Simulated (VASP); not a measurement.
# La2O3 (P-3m1) in VASP: settings compared

Aim: see how the results for La2O3 move with the level of theory and the settings. Levels: PBE, r2SCAN. Tasks: single point.

Program: VASP 6.6.1. These are calculated values, not measurements. Logs are shortened: lines on timing, memory, paths and dates and some standing lists are left out, and cuts for length are marked.

### 1 The cell of the first run

It takes space group P-3m1 (No. 164, trigonal). The conventional cell has a = 3.935 Å, b = 3.935 Å, c = 6.126 Å, α = 90.00°, β = 90.00°, γ = 120.00°. Within 3.1 Å of La (site symmetry 3m) lie 7 O at 2.37 to 2.73 Å. Within 3.1 Å of O (site symmetry 3m) lie 4 La at 2.37 to 2.45 Å and 3 O at 2.89 Å. O (site symmetry -3m) has 6 La at 2.73 Å and 6 O at 3.14 Å within 3.6 Å.

### 2 Single point, PBE

The input, INCAR:

```
ALGO = Normal
EDIFF = 1E-6
ENCUT = 520
GGA = PE
ISIF = 2
ISMEAR = -1
LASPH = True
LCHARG = False
LREAL = False
LWAVE = False
NBANDS = 28
NELM = 60
PREC = Accurate
SIGMA = 0.02
```

The input, KPOINTS:

```
k-points
0
Gamma
  12 12 4
```

The input, POSCAR:

```
La2O3
1.0
    3.9351015445      0.0000000000      0.0000000000
   -1.9675507723      3.4078979040      0.0000000000
    0.0000000000      0.0000000000      6.1262271529
La O
2 3
Direct
    0.6666666667      0.3333333333      0.7538431649
    0.3333333333      0.6666666667      0.2461568351
    0.6666666667      0.3333333333      0.3538862904
    0.3333333333      0.6666666667      0.6461137096
    0.0000000000      0.0000000000      0.0000000000
```

Potentials or basis: VASP PAW PBE potentials, release 64 (La, O).

Command:

```bash
> cat potpaw_PBE.64/La/POTCAR potpaw_PBE.64/O/POTCAR > POTCAR
> mpirun -np 1 vasp_std > vasp.out
```

OUTCAR:

```text
EDIFF = 1E-6
   ENCUT = 520
   GGA = PE
   ISIF = 2
   ISMEAR = -1
   LASPH = True
   LREAL = False
   NELM = 60
   PREC = Accurate

 ion  position               nearest neighbor table
   1  0.667  0.333  0.754-   4 2.37   4 2.37   4 2.37   3 2.45   5 2.73   5 2.73   5 2.73
   2  0.333  0.667  0.246-   3 2.37   3 2.37   3 2.37   4 2.45   5 2.73   5 2.73   5 2.73
   3  0.667  0.333  0.354-   2 2.37   2 2.37   2 2.37   1 2.45
   4  0.333  0.667  0.646-   1 2.37   1 2.37   1 2.37   2 2.45
   5  0.000  0.000  0.000-   1 2.73   2 2.73   1 2.73   2 2.73   1 2.73   2 2.73

  LATTYP: Found a hexagonal cell.
 ALAT       =     3.9351015445
 C/A-ratio  =     1.5568155189

  Lattice vectors:

 A1 = (   3.9351015445,   0.0000000000,   0.0000000000)
 A2 = (  -1.9675507723,   3.4078979040,   0.0000000000)
 A3 = (   0.0000000000,   0.0000000000,   6.1262271529)

Analysis of symmetry for initial positions (statically):
=====================================================================
 Subroutine PRICEL returns:
 Original cell was already a primitive cell.

 Routine SETGRP: Setting up the symmetry group for a
 hexagonal supercell.

 Subroutine GETGRP returns: Found 12 space group operations
 (whereof 12 operations were pure point group operations)
 out of a pool of 24 trial point group operations.

The static configuration has the point symmetry D_3d.

Analysis of symmetry for dynamics (positions and initial velocities):
=====================================================================
 Subroutine PRICEL returns:
 Original cell was already a primitive cell.

 Routine SETGRP: Setting up the symmetry group for a
 hexagonal supercell.

 Subroutine GETGRP returns: Found 12 space group operations
 (whereof 12 operations were pure point group operations)
 out of a pool of 24 trial point group operations.

The dynamic configuration has the point symmetry D_3d.

 Subroutine INISYM returns: Found 12 space group operations
 (whereof 12 operations are pure point group operations),
 and found     1 'primitive' translations

----------------------------------------------------------------------------------------

                                     Primitive cell

  volume of cell :      82.1553

  direct lattice vectors                    reciprocal lattice vectors
     3.935101545  0.000000000  0.000000000     0.254123048  0.146718010  0.000000000
    -1.967550772  3.407897904  0.000000000     0.000000000  0.293436021  0.000000000
     0.000000000  0.000000000  6.126227153     0.000000000  0.000000000  0.163232602

  length of vectors
     3.935101545  3.935101545  6.126227153     0.293436021  0.293436021  0.163232602

  position of ions in fractional coordinates (direct lattice)
     0.666666667  0.333333333  0.753843165
     0.333333333  0.666666667  0.246156835
     0.666666667  0.333333333  0.353886290
     0.333333333  0.666666667  0.646113710
     0.000000000  0.000000000  0.000000000

  ion indices of the primitive-cell ions
   primitive index   ion index
                 1           1
                 2           2
                 3           3
                 4           4
                 5           5

----------------------------------------------------------------------------------------

 KPOINTS: k-points

Automatic generation of k-mesh.
 Grid dimensions read from file:
 generate k-points for:   12   12    4

 Generating k-lattice:

  Cartesian coordinates                     Fractional coordinates (reciprocal lattice)
     0.021176921  0.012226501  0.000000000     0.083333333  0.000000000  0.000000000
     0.000000000  0.024453002  0.000000000     0.000000000  0.083333333  0.000000000
     0.000000000  0.000000000  0.040808151     0.000000000  0.000000000  0.250000000

  Length of vectors
     0.024453002  0.024453002  0.040808151

  Shift w.r.t. Gamma in fractional coordinates (k-lattice)
     0.000000000  0.000000000  0.000000000

 Subroutine IBZKPT returns following result:
 ===========================================

 Found     69 irreducible k-points:

 Following reciprocal coordinates:
            Coordinates               Weight
  0.000000  0.000000  0.000000      1.000000
  0.083333  0.000000  0.000000      6.000000
  0.166667  0.000000  0.000000      6.000000
  0.250000  0.000000  0.000000      6.000000
  0.333333  0.000000  0.000000      6.000000
  0.416667  0.000000  0.000000      6.000000
[... 16 lines left out ...]
  0.166667  0.000000  0.250000      6.000000
  0.000000  0.166667  0.250000      6.000000
 [... further k-points ...]
   k-points           NKPTS =     69   k-points in BZ     NKDIM =     69   number of bands    NBANDS=     28
   number of dos      NEDOS =    301   number of ions     NIONS =      5
   total plane-waves  NPLWV =  43200
   dimension x,y,z NGX =    30 NGY =   30 NGZ =   48
   dimension x,y,z NGXF=    60 NGYF=   60 NGZF=   96
   ions per type =               2   3
   NGX,Y,Z   is equivalent  to a cutoff of  12.67, 12.67, 13.03 a.u.
   NGXF,Y,Z  is equivalent  to a cutoff of  25.35, 25.35, 26.05 a.u.
 SYSTEM =  unknown system
   PREC   = accura    normal or accurate (medium, high low for compatibility)
   ISTART =      0    job   : 0-new  1-cont  2-samecut
   ICHARG =      2    charge: 1-file 2-atom 10-const
   ISPIN  =      1    spin polarized calculation?
   LNONCOLLINEAR =      F non collinear calculations
   LSORBIT =      F    spin-orbit coupling
   LASPH  =      T    aspherical Exc in radial PAW
   ENCUT  =  520.0 eV  38.22 Ry    6.18 a.u.   7.32  7.32 11.39*2*pi/ulx,y,z
   NELM   =     60;   NELMIN=  2; NELMDL= -5     # of ELM steps
   EDIFF  = 0.1E-05   stopping-criterion for ELM
   LREAL  =      F    real-space projection
   EDIFFG = 0.1E-04   stopping-criterion for IOM
   NSW    =      0    number of steps for IOM
   IBRION =     -1    ionic relax: 0-MD 1-quasi-New 2-CG
   NFREE  =      0    steps in history (QN), initial steepest desc. (CG)
   ISIF   =      2    stress and relaxation
   ISYM   =      2    0-nonsym 1-usesym 2-fastsym
   POTIM  = 0.5000    time-step for ionic-motion
   TEBEG  =    0.0;   TEEND  =   0.0 temperature during run
   PSTRESS=    0.0 pullay stress
   NELECT =      40.0000    total number of electrons
   NUPDOWN=      -1.0000    fix difference up-down
   EMIN   =  10.00;   EMAX   =-10.00  energy-range for DOS
   EFERMI =   0.00;   METHOD = LEGACY
   ISMEAR =    -1;   SIGMA  =   0.02  broadening in eV -4-tet -1-fermi 0-gaus
   EFERMI_NEDOS =   21; number of points for ismear=-14 and -15
   IALGO  =     38    algorithm
   IMIX   =      4    mixing-type and parameters
     AMIX     =   0.40;   BMIX     =  1.00
     AMIX_MAG =   1.60;   BMIX_MAG =  1.00
  volume/ion in A,a.u.               =      16.43       110.88
  Fermi-wavevector in a.u.,A,eV,Ry     =   1.287902  2.433783 22.567883  1.658693
  Thomas-Fermi vector in A             =   2.419889
   LORBIT       =      0    0 simple, 1 ext, 2 COOP (PROOUT), +10 PAW based schemes
   GGA     = PE    functional components
   LHFCALC =     F    Hartree Fock is set to
   AEXX    =    0.0000 exact exchange contribution
   IVDW    =     0    specifies the selected vdW correction
   LEPSILON=     F    determine dielectric tensor
   LRPA    =     F    only Hartree local field effects (RPA)
 non-spin polarized calculation
  energy-cutoff  :      520.00
  volume of cell :       82.16
 maximum number of plane-waves:      2249
 NGX is ok and might be reduce to    30
   NGX = 15   NGY = 15   NGZ = 23

 number of electron      39.9999991 magnetization

 Free energy of the ion-electron system (eV)
  ---------------------------------------------------
  ext. energy  EPLUGINS =         0.00000000
  ---------------------------------------------------
  free energy    TOTEN  =       -41.82096165 eV

  energy without entropy =      -41.82096165  energy(sigma->0) =      -41.82096165

 E-fermi :   6.4081     XC(G=0): -10.4502

 val. band max:        5.9327651461   @ k =   0.5000   0.0000   0.5000
 cond. band min:       9.7893071073   @ k =   0.5000   0.0000   0.0000
 fundamental gap:      3.8565419612
 Fermi energy:         6.4080984560

 k-point     1 :       0.0000    0.0000    0.0000
  band No.  band energies     occupation
      1     -23.9018      2.00000
      2     -23.6643      2.00000
      3     -10.9836      2.00000
      4      -9.7402      2.00000
      5      -9.3008      2.00000
      6      -7.3680      2.00000
[... 20 lines left out ...]
     27      11.2862      0.00000
     28      11.5138      0.00000

 k-point     2 :       0.0833    0.0000    0.0000
  band No.  band energies     occupation
      1     -23.8899      2.00000
      2     -23.6593      2.00000
      3     -10.9812      2.00000
      4      -9.8759      2.00000
      5      -9.4056      2.00000
      6      -7.3967      2.00000
[... 20 lines left out ...]
     27      11.3487      0.00000
     28      11.5160      0.00000

 k-point     3 :       0.1667    0.0000    0.0000
  band No.  band energies     occupation
      1     -23.8566      2.00000
      2     -23.6462      2.00000
      3     -10.9945      2.00000
      4     -10.2006      2.00000
      5      -9.6001      2.00000
      6      -7.4701      2.00000
[... 20 lines left out ...]
     27      11.4055      0.00000
     28      11.4821      0.00000

 k-point     4 :       0.2500    0.0000    0.0000
  band No.  band energies     occupation
      1     -23.8084      2.00000
      2     -23.6302      2.00000
      3     -11.0648      2.00000
      4     -10.5828      2.00000
      5      -9.6957      2.00000
      6      -7.5623      2.00000
[... 578 lines left out ...]
     27      11.2961      0.00000
     28      11.4418      0.00000

 k-point    23 :       0.1667    0.0000    0.2500
  band No.  band energies     occupation
      1     -23.8269      2.00000
      2     -23.6775      2.00000
      3     -10.9704      2.00000
      4     -10.2116      2.00000
      5      -9.6153      2.00000
      6      -7.4418      2.00000
[... 20 lines left out ...]
     27      11.3486      0.00000
     28      11.4427      0.00000

 k-point    24 :       0.0000    0.1667    0.2500
  band No.  band energies     occupation
      1     -23.8271      2.00000
      2     -23.6773      2.00000
      3     -10.9853      2.00000
      4     -10.2494      2.00000
      5      -9.5055      2.00000
      6      -7.4171      2.00000
[... 20 lines left out ...]
     27      11.3122      0.00000
     28      11.4383      0.00000

 [... further k-points ...]
[... 5 lines left out ...]
  --------------------------------------------------------------------------------------
  -------------------------------------------------------------------------------------
  Total        0.4606836      0.4606836      0.6288651     -0.0000000     -0.0000000     -0.0000000
  in kB        8.9841648      8.9841648     12.2640085     -0.0000000     -0.0000000     -0.0000000
  external PRESSURE =      10.0774460 kB  Pullay stress =       0.0000000 kB

 VOLUME and BASIS-vectors are now :
 -----------------------------------------------------------------------------
  energy-cutoff  :      520.00
  volume of cell :       82.16
      direct lattice vectors                 reciprocal lattice vectors
     3.935101545  0.000000000  0.000000000     0.254123048  0.146718010  0.000000000
    -1.967550772  3.407897904  0.000000000     0.000000000  0.293436021  0.000000000
     0.000000000  0.000000000  6.126227153     0.000000000  0.000000000  0.163232602

 POSITION                                       TOTAL-FORCE (eV/Angst)
 -----------------------------------------------------------------------------------
      1.96755      1.13597      4.61821        -0.000000      0.000000     -0.036956
     -0.00000      2.27193      1.50801         0.000000     -0.000000      0.036956
      1.96755      1.13597      2.16799        -0.000000      0.000000     -0.004236
     -0.00000      2.27193      3.95824         0.000000     -0.000000      0.004236
      0.00000      0.00000      0.00000        -0.000000      0.000000      0.000000
 -----------------------------------------------------------------------------------
    total drift:                               -0.000000      0.000000     -0.000000

  FREE ENERGIE OF THE ION-ELECTRON SYSTEM (eV)
  ---------------------------------------------------
  free  energy   TOTEN  =       -41.8209616457 eV

  energy  without entropy=      -41.8209616457  energy(sigma->0) =      -41.82096165
```

Wall time 3.1 min (1 thread of Intel Xeon Platinum 8259CL at 2.50GHz (Skylake/Cascade Lake), shared host); peak memory 0.3 GiB.

What came out:

| Quantity | Value |
| --- | --- |
| Free energy | -41.8210 eV |
| Pressure | 1.0 GPa |
| Largest force | 0.037 eV/Å |
| Band gap on the k mesh | 3.86 eV, indirect (least direct gap 3.98 eV) |

Forces on the atoms (eV/Å):
```
La   0.000  0.000 -0.037
La   0.000  0.000  0.037
O    0.000  0.000 -0.004
O    0.000  0.000  0.004
O    0.000  0.000  0.000
```

Stress tensor (GPa, compression positive):
```
0.90 0.00 0.00
0.00 0.90 0.00
0.00 0.00 1.23
```

Caveat: spin-orbit coupling is left out, which moves the levels of the heavy elements. As with any semilocal functional, this PBE gap is likely too small.

### 3 Single point, PBE (strain +1.0%)

The input, INCAR:

```
SYSTEM = La2O3
  PREC = Accurate
  ENCUT = 520
  EDIFF = 1E-6
  ISMEAR = -1
  SIGMA = 0.02
  LREAL = .False.
  LASPH = .True.
  NELM = 80
  ALGO = Normal
  ISIF = 2
  LWAVE = .False.
  LCHARG = .False.
  GGA = PE
  NBANDS = 28
```

The input, KPOINTS:

```
regular mesh
0
Gamma
  12 12 4
  0 0 0
```

The input, POSCAR:

```
La2O3
1.0
    3.9744525600      0.0000000000      0.0000000000
   -1.9872262800      3.4419768831      0.0000000000
    0.0000000000      0.0000000000      6.1874894245
La O
2 3
Direct
    0.6666666667      0.3333333333      0.7520181754
    0.3333333333      0.6666666667      0.2479818246
    0.6666666667      0.3333333333      0.3543112581
    0.3333333333      0.6666666667      0.6456887419
    0.0000000000      0.0000000000      0.0000000000
```

Potentials or basis: VASP PAW PBE potentials, release 64 (La, O).

Command:

```bash
> cat potpaw_PBE.64/La/POTCAR potpaw_PBE.64/O/POTCAR > POTCAR
> mpirun -np 1 vasp_std > vasp.out
```

OUTCAR:

```text
SYSTEM = La2O3
   PREC = Accurate
   ENCUT = 520
   EDIFF = 1E-6
   ISMEAR = -1
   LREAL = .False.
   LASPH = .True.
   NELM = 80
   ISIF = 2
   GGA = PE

 ion  position               nearest neighbor table
   1  0.667  0.333  0.752-   4 2.39   4 2.39   4 2.39   3 2.46   5 2.76   5 2.76   5 2.76
   2  0.333  0.667  0.248-   3 2.39   3 2.39   3 2.39   4 2.46   5 2.76   5 2.76   5 2.76
   3  0.667  0.333  0.354-   2 2.39   2 2.39   2 2.39   1 2.46
   4  0.333  0.667  0.646-   1 2.39   1 2.39   1 2.39   2 2.46
[... 950 lines left out ...]
  -------------------------------------------------------------------------------------
  Total       -1.5330164     -1.5330164     -0.8213409      0.0000000      0.0000000      0.0000000
  in kB      -29.0173435    -29.0173435    -15.5465587      0.0000000      0.0000000      0.0000000
  external PRESSURE =     -24.5270819 kB  Pullay stress =       0.0000000 kB

 VOLUME and BASIS-vectors are now :
 -----------------------------------------------------------------------------
  energy-cutoff  :      520.00
  volume of cell :       84.64
      direct lattice vectors                 reciprocal lattice vectors
     3.974452560  0.000000000  0.000000000     0.251606979  0.145265357  0.000000000
    -1.987226280  3.441976883  0.000000000     0.000000000  0.290530714  0.000000000
     0.000000000  0.000000000  6.187489424     0.000000000  0.000000000  0.161616438

 POSITION                                       TOTAL-FORCE (eV/Angst)
 -----------------------------------------------------------------------------------
      1.98723      1.14733      4.65310        -0.000000      0.000000     -0.038737
     -0.00000      2.29465      1.53438         0.000000     -0.000000      0.038737
      1.98723      1.14733      2.19230        -0.000000     -0.000000     -0.004433
     -0.00000      2.29465      3.99519         0.000000      0.000000      0.004433
      0.00000      0.00000      0.00000        -0.000000      0.000000     -0.000000
 -----------------------------------------------------------------------------------
    total drift:                                0.000000      0.000000      0.000000

  FREE ENERGIE OF THE ION-ELECTRON SYSTEM (eV)
  ---------------------------------------------------
  free  energy   TOTEN  =       -41.8119568745 eV

  energy  without entropy=      -41.8119568745  energy(sigma->0) =      -41.81195687
```

stdout:

```text
POSCAR found type information on POSCAR LaO
 POSCAR found :  2 types and       5 ions
 scaLAPACK will be used
 LDA part: xc-table for (Slater+PW92), standard interpolation
 POSCAR, INCAR and KPOINTS ok, starting setup
 FFT: planning ... GRIDC
 FFT: planning ... GRID_SOFT
 FFT: planning ... GRID
 WAVECAR not read
 entering main loop
```

Run time: 3.2 min. Hardware: 1 thread of Intel Xeon Platinum 8259CL at 2.50GHz (Skylake/Cascade Lake), shared host; peak memory 0.31 GiB.

What came out:

```yaml
Free_energy: -41.8120 eV
Pressure: -2.5 GPa
Largest_force: 0.039 eV/Å
Band_gap_on_the_k_mesh: 3.80 eV, indirect (least direct gap 3.98 eV)
```

Forces in eV/Å, atoms in the order of the input:
```
La   0.000  0.000 -0.039
La   0.000  0.000  0.039
O    0.000  0.000 -0.004
O    0.000  0.000  0.004
O    0.000  0.000  0.000
```

Stress tensor (GPa, compression positive):
```
-2.90  0.00  0.00
 0.00 -2.90  0.00
 0.00  0.00 -1.55
```

Caveat: the cell differs from its parent crystal (strain +1.0%); spin-orbit coupling is left out, which moves the levels of the heavy elements. A k mesh can miss the band edges.

(Part 1 of 2 ends here.)
